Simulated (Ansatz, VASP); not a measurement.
# Two plane-wave programs on Ir

```
Ir
1.0
     0.00000    1.89582    1.89582
     1.89582    0.00000    1.89582
     1.89582    1.89582    0.00000
Ir
1
Cartesian
  0.0000 0.0000 0.0000
```

Alike in both runs: task single point; functional PBE; k mesh 18 × 18 × 18; occupations gaussian, width 0.1 eV; no spin polarisation.

```csv
,VASP,Ansatz
version,VASP 6.6.1,Ansatz 0.2.0
potentials or method,"VASP PAW PBE potentials, release 64 (Ir), cutoff 500 eV","scalar-relativistic, plane waves, PAW"
valence electrons in the cell,9,17
```

|  | VASP | Ansatz | Ansatz less VASP |
| --- | --- | --- | --- |
| gap on the k mesh at the Fermi level (eV) | none | none | - |
| pressure (GPa) | 26.0 | 25.2 | -0.81 |

A gap of «none» marks a metal or a gap that the smearing closes. With one functional, cell and mesh, what is left measures potentials, basis and numerics. VASP's potentials hold 9 valence electrons a cell and Ansatz's 17, so a difference there can come from the potentials and not from the codes.

Spin-orbit coupling is off throughout.
